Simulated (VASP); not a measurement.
# Hg (Im-3m) in VASP: notebook

The runs below take Hg through single point, with PBEsol.

Everything below comes from runs of VASP 6.6.1. Logs are shortened: lines on timing, memory, paths and dates and some standing lists are left out, and cuts for length are marked.

**1. The cell of the first run**

Symmetry: Im-3m, No. 229, cubic system. The conventional cell has a = 3.424 Å, b = 3.424 Å, c = 3.424 Å, α = 90.00°, β = 90.00°, γ = 90.00°. Within 3.9 Å of Hg (site symmetry m-3m) lie 14 Hg at 2.97 to 3.42 Å.

**2. Single point, PBEsol (20.07 Å³/atom)**

INCAR reads:

```
PREC = Accurate
ENCUT = 520
EDIFF = 1E-6
ISMEAR = -1
SIGMA = 0.08
LREAL = False
LASPH = True
NELM = 80
ALGO = Normal
ISIF = 2
LWAVE = False
LCHARG = False
GGA = PS
NBANDS = 12
```

KPOINTS reads:

```
Automatic mesh
0
Gamma
  15 15 15
```

POSCAR reads:

```
Hg
1.0
   -1.7119481235      1.7119481235      1.7119481235
    1.7119481235     -1.7119481235      1.7119481235
    1.7119481235      1.7119481235     -1.7119481235
Hg
1
Direct
    0.0000000000      0.0000000000      0.0000000000
```

Potentials or basis: VASP PAW PBE potentials, release 64 (Hg).

Command:

```sh
$ cat potpaw_PBE.64/Hg/POTCAR > POTCAR
$ mpirun -np 1 vasp_std > vasp.out
```

OUTCAR:

```text
PREC = Accurate
   ENCUT = 520
   EDIFF = 1E-6
   ISMEAR = -1
   LREAL = False
   LASPH = True
   NELM = 80
   ISIF = 2
   GGA = PS

 ion  position               nearest neighbor table
   1  0.000  0.000  0.000-

  LATTYP: Found a body centered cubic cell.
 ALAT       =     3.4238962470

  Lattice vectors:

 A1 = (  -1.7119481235,   1.7119481235,   1.7119481235)
 A2 = (   1.7119481235,  -1.7119481235,   1.7119481235)
 A3 = (   1.7119481235,   1.7119481235,  -1.7119481235)

Analysis of symmetry for initial positions (statically):
=====================================================================
 Subroutine PRICEL returns:
 Original cell was already a primitive cell.

 Routine SETGRP: Setting up the symmetry group for a
 body centered cubic supercell.

 Subroutine GETGRP returns: Found 48 space group operations
 (whereof 48 operations were pure point group operations)
 out of a pool of 48 trial point group operations.

The static configuration has the point symmetry O_h .

Analysis of symmetry for dynamics (positions and initial velocities):
=====================================================================
 Subroutine PRICEL returns:
 Original cell was already a primitive cell.

 Routine SETGRP: Setting up the symmetry group for a
 body centered cubic supercell.

 Subroutine GETGRP returns: Found 48 space group operations
 (whereof 48 operations were pure point group operations)
 out of a pool of 48 trial point group operations.

The dynamic configuration has the point symmetry O_h .

 Subroutine INISYM returns: Found 48 space group operations
 (whereof 48 operations are pure point group operations),
 and found     1 'primitive' translations

----------------------------------------------------------------------------------------

                                     Primitive cell

  volume of cell :      20.0693

  direct lattice vectors                    reciprocal lattice vectors
    -1.711948124  1.711948124  1.711948124     0.000000000  0.292064925  0.292064925
     1.711948124 -1.711948124  1.711948124     0.292064925  0.000000000  0.292064925
     1.711948124  1.711948124 -1.711948124     0.292064925  0.292064925  0.000000000

  length of vectors
     2.965181130  2.965181130  2.965181130     0.413042178  0.413042178  0.413042178

  position of ions in fractional coordinates (direct lattice)
     0.000000000  0.000000000  0.000000000

  ion indices of the primitive-cell ions
   primitive index   ion index
                 1           1

----------------------------------------------------------------------------------------

 KPOINTS: Automatic mesh

Automatic generation of k-mesh.
 Grid dimensions read from file:
 generate k-points for:   15   15   15

 Generating k-lattice:

  Cartesian coordinates                     Fractional coordinates (reciprocal lattice)
     0.000000000  0.019470995  0.019470995     0.066666667  0.000000000  0.000000000
     0.019470995  0.000000000  0.019470995     0.000000000  0.066666667  0.000000000
     0.019470995  0.019470995  0.000000000     0.000000000  0.000000000  0.066666667

  Length of vectors
     0.027536145  0.027536145  0.027536145

  Shift w.r.t. Gamma in fractional coordinates (k-lattice)
     0.000000000  0.000000000  0.000000000

 Subroutine IBZKPT returns following result:
 ===========================================

 Found    120 irreducible k-points:

 Following reciprocal coordinates:
            Coordinates               Weight
  0.000000  0.000000  0.000000      1.000000
  0.066667  0.000000  0.000000     12.000000
  0.133333  0.000000  0.000000     12.000000
  0.200000  0.000000  0.000000     12.000000
  0.266667  0.000000  0.000000     12.000000
  0.333333  0.000000  0.000000     12.000000
[... 16 lines left out ...]
  0.333333  0.200000 -0.000000     48.000000
  0.400000  0.200000  0.000000     24.000000
 [... further k-points ...]
   k-points           NKPTS =    120   k-points in BZ     NKDIM =    120   number of bands    NBANDS=     12
   number of dos      NEDOS =    301   number of ions     NIONS =      1
   total plane-waves  NPLWV =  13824
   dimension x,y,z NGX =    24 NGY =   24 NGZ =   24
   dimension x,y,z NGXF=    48 NGYF=   48 NGZF=   48
   ions per type =               1
   NGX,Y,Z   is equivalent  to a cutoff of  13.46, 13.46, 13.46 a.u.
   NGXF,Y,Z  is equivalent  to a cutoff of  26.91, 26.91, 26.91 a.u.
 SYSTEM =  unknown system
   PREC   = accura    normal or accurate (medium, high low for compatibility)
   ISTART =      0    job   : 0-new  1-cont  2-samecut
   ICHARG =      2    charge: 1-file 2-atom 10-const
   ISPIN  =      1    spin polarized calculation?
   LNONCOLLINEAR =      F non collinear calculations
   LSORBIT =      F    spin-orbit coupling
   LASPH  =      T    aspherical Exc in radial PAW
   ENCUT  =  520.0 eV  38.22 Ry    6.18 a.u.   5.51  5.51  5.51*2*pi/ulx,y,z
   NELM   =     80;   NELMIN=  2; NELMDL= -5     # of ELM steps
   EDIFF  = 0.1E-05   stopping-criterion for ELM
   LREAL  =      F    real-space projection
   EDIFFG = 0.1E-04   stopping-criterion for IOM
   NSW    =      0    number of steps for IOM
   IBRION =     -1    ionic relax: 0-MD 1-quasi-New 2-CG
   NFREE  =      0    steps in history (QN), initial steepest desc. (CG)
   ISIF   =      2    stress and relaxation
   ISYM   =      2    0-nonsym 1-usesym 2-fastsym
   POTIM  = 0.5000    time-step for ionic-motion
   TEBEG  =    0.0;   TEEND  =   0.0 temperature during run
   PSTRESS=    0.0 pullay stress
   NELECT =      12.0000    total number of electrons
   NUPDOWN=      -1.0000    fix difference up-down
   EMIN   =  10.00;   EMAX   =-10.00  energy-range for DOS
   EFERMI =   0.00;   METHOD = LEGACY
   ISMEAR =    -1;   SIGMA  =   0.08  broadening in eV -4-tet -1-fermi 0-gaus
   EFERMI_NEDOS =   21; number of points for ismear=-14 and -15
   IALGO  =     38    algorithm
   IMIX   =      4    mixing-type and parameters
     AMIX     =   0.40;   BMIX     =  1.00
     AMIX_MAG =   1.60;   BMIX_MAG =  1.00
  volume/ion in A,a.u.               =      20.07       135.43
  Fermi-wavevector in a.u.,A,eV,Ry     =   1.379192  2.606294 25.880592  1.902170
  Thomas-Fermi vector in A             =   2.504184
   LORBIT       =      0    0 simple, 1 ext, 2 COOP (PROOUT), +10 PAW based schemes
   GGA     = PS    functional components
   LHFCALC =     F    Hartree Fock is set to
   AEXX    =    0.0000 exact exchange contribution
   IVDW    =     0    specifies the selected vdW correction
   LEPSILON=     F    determine dielectric tensor
   LRPA    =     F    only Hartree local field effects (RPA)
 non-spin polarized calculation
  energy-cutoff  :      520.00
  volume of cell :       20.07
 maximum number of plane-waves:       555
 NGX is ok and might be reduce to    24
   NGX = 11   NGY = 11   NGZ = 11

 number of electron      12.0000002 magnetization

 Free energy of the ion-electron system (eV)
  ---------------------------------------------------
  ext. energy  EPLUGINS =         0.00000000
  ---------------------------------------------------
  free energy    TOTEN  =        -0.42936267 eV

  energy without entropy =       -0.42348429  energy(sigma->0) =       -0.42642348

 E-fermi :   4.0348     XC(G=0): -11.9571

 val. band max:        4.0129636460   @ k =  -0.4000  -0.4000   0.1333
 cond. band min:       4.1195227933   @ k =   0.4000   0.1333   0.0000
 fundamental gap:      0.1065591473
 Fermi energy:         4.0347905505

 k-point     1 :       0.0000    0.0000    0.0000
  band No.  band energies     occupation
      1      -6.5544      2.00000
      2      -3.7251      2.00000
      3      -3.7251      2.00000
      4      -3.7251      2.00000
      5      -2.4932      2.00000
      6      -2.4932      2.00000
      7      19.6104      0.00000
      8      19.6104      0.00000
      9      19.6104      0.00000
     10      22.7153      0.00000
     11      22.7153      0.00000
     12      22.7153      0.00000

 k-point     2 :       0.0667    0.0000    0.0000
  band No.  band energies     occupation
      1      -6.4157      2.00000
      2      -3.7549      2.00000
      3      -3.7160      2.00000
      4      -3.6477      2.00000
      5      -2.5263      2.00000
      6      -2.4913      2.00000
      7      19.1682      0.00000
      8      19.5347      0.00000
      9      19.6951      0.00000
     10      21.4739      0.00000
     11      21.9637      0.00000
     12      22.0894      0.00000

 k-point     3 :       0.1333    0.0000    0.0000
  band No.  band energies     occupation
      1      -6.0194      2.00000
      2      -3.8384      2.00000
      3      -3.6820      2.00000
      4      -3.4230      2.00000
      5      -2.6027      2.00000
      6      -2.4853      2.00000
      7      17.1896      0.00000
      8      18.8926      0.00000
      9      19.9274      0.00000
     10      20.5221      0.00000
     11      20.6862      0.00000
     12      21.5868      0.00000
[... 286 lines left out ...]
 k-point    23 :       0.3333    0.2000   -0.0000
  band No.  band energies     occupation
      1      -4.5697      2.00000
      2      -4.0734      2.00000
      3      -2.9998      2.00000
      4      -2.5946      2.00000
      5      -2.1934      2.00000
      6       1.7796      2.00000
      7       5.5780      0.00000
      8      10.0509      0.00000
      9      14.9273      0.00000
     10      21.4006      0.00000
     11      23.8355      0.00000
     12      25.9499      0.00000

 k-point    24 :       0.4000    0.2000    0.0000
  band No.  band energies     occupation
      1      -4.5904      2.00000
      2      -4.0961      2.00000
      3      -2.9414      2.00000
      4      -2.5745      2.00000
      5      -2.1205      2.00000
      6       3.3847      1.99941
      7       3.7572      1.93960
      8       9.8117      0.00000
      9      14.7970      0.00000
     10      21.4893      0.00000
     11      24.0204      0.00000
     12      25.7954      0.00000

 [... further k-points ...]

------------------------ aborting loop because EDIFF is reached ----------------------------------------

  FORCE on cell =-STRESS in cart. coord.  units (eV):
  Direction    XX          YY          ZZ          XY          YZ          ZX
  --------------------------------------------------------------------------------------
  -------------------------------------------------------------------------------------
  Total        1.5784879      1.5784879      1.5784879     -0.0000000     -0.0000000      0.0000000
  in kB      126.0143666    126.0143666    126.0143666     -0.0000000     -0.0000000      0.0000000
  external PRESSURE =     126.0143666 kB  Pullay stress =       0.0000000 kB

 VOLUME and BASIS-vectors are now :
 -----------------------------------------------------------------------------
  energy-cutoff  :      520.00
  volume of cell :       20.07
      direct lattice vectors                 reciprocal lattice vectors
    -1.711948124  1.711948124  1.711948124     0.000000000  0.292064925  0.292064925
     1.711948124 -1.711948124  1.711948124     0.292064925  0.000000000  0.292064925
     1.711948124  1.711948124 -1.711948124     0.292064925  0.292064925  0.000000000

 POSITION                                       TOTAL-FORCE (eV/Angst)
 -----------------------------------------------------------------------------------
      0.00000      0.00000      0.00000        -0.000000      0.000000      0.000000
 -----------------------------------------------------------------------------------
    total drift:                               -0.000000      0.000000      0.000000

  FREE ENERGIE OF THE ION-ELECTRON SYSTEM (eV)
  ---------------------------------------------------
  free  energy   TOTEN  =        -0.4293626698 eV

  energy  without entropy=       -0.4234842927  energy(sigma->0) =       -0.42642348
```

It took 26 s on 1 thread of Intel Xeon 8259CL, shared host; peak memory 0.16 GiB.

Results:

```
Free energy            : -0.4294 eV
Pressure               : 12.6 GPa
Band gap on the k mesh : zero (bands 6 and 7 overlap by 3.56 eV)
```

Caveat: the cell stands under pressure; the PAW data sets were made with another functional, which shifts forces and pressure a little; spin-orbit coupling is left out, which moves the levels of the heavy elements.

**3. Single point, PBEsol (20.07 Å³/atom)**

INCAR reads:

```
SYSTEM = Hg
  PREC = Accurate
  ENCUT = 520
  EDIFF = 1E-7
  ISMEAR = -1
  SIGMA = 0.08
  LREAL = .FALSE.
  LASPH = .TRUE.
  NELM = 60
  ALGO = Normal
  ISIF = 2
  LWAVE = .FALSE.
  LCHARG = .FALSE.
  GGA = PS
  NBANDS = 12
```

KPOINTS reads:

```
Automatic mesh
0
G
  15 15 15
  0 0 0
```

POSCAR is that of step 2.

Potentials or basis: VASP PAW PBE potentials, release 64 (Hg).

Command:

```sh
$ cat potpaw_PBE.64/Hg/POTCAR > POTCAR
$ mpirun -np 1 vasp_std > vasp.out
```

Run time: 27 s. Hardware: 1 thread of Intel Xeon 8259CL, shared host; peak memory 0.16 GiB.

The run converged. Its results:

```yaml
Free_energy: -0.4294 eV
Pressure: 12.6 GPa
Band_gap_on_the_k_mesh: zero (bands 6 and 7 overlap by 3.56 eV)
```

Levels at points of the mesh, in eV from the Fermi level:
```tsv
k point	band 3	band 4	band 5	band 6	band 7	band 8	band 9	band 10
(0.00, 0.00, 0.00)	-7.76	-7.76	-6.53	-6.53	15.58	15.58	15.58	18.68
```

Caveat: the cell stands under pressure; the PAW data sets were made with another functional, which shifts forces and pressure a little; spin-orbit coupling is left out, which moves the levels of the heavy elements.

**4. Single point, PBEsol (21.98 Å³/atom)**

This run uses another cell than the first one, of 21.98 Å³/atom.

INCAR reads:

```
PREC = Accurate ; ENCUT = 520
EDIFF = 1E-6 ; ISMEAR = -1
SIGMA = 0.08 ; LREAL = False
LASPH = True ; NELM = 80
ALGO = Normal ; ISIF = 2
LWAVE = False ; LCHARG = True
GGA = PS ; LELF = True
LVHAR = True ; NBANDS = 12
```

KPOINTS reads:

```
Automatic mesh
0
Gamma
  15 15 15
```

POSCAR reads:

```
Hg
1.0
   -1.7646562313      1.7646562313      1.7646562313
    1.7646562313     -1.7646562313      1.7646562313
    1.7646562313      1.7646562313     -1.7646562313
Hg
1
Direct
    0.0000000000      0.0000000000      0.0000000000
```

Command:

```sh
$ cat potpaw_PBE.64/Hg/POTCAR > POTCAR
$ mpirun -np 1 vasp_std > vasp.out
```

Wall time 25 s (1 thread of Intel Xeon 8259CL, shared host); peak memory 0.16 GiB.

Results (log left out):

- Free energy: -0.5276 eV
- Pressure: 4.5 GPa
- Band gap on the k mesh: zero (bands 6 and 7 overlap by 3.61 eV)

Levels at points of the mesh, in eV from the Fermi level:
```
           k point  band 4  band 5  band 6  band 7  band 8  band 9
(0.00, 0.00, 0.00)   -7.28   -6.24   -6.24   15.42   15.42   15.42
```

Caveat: the cell stands under pressure; the PAW data sets were made with another functional, which shifts forces and pressure a little; spin-orbit coupling is left out, which moves the levels of the heavy elements.
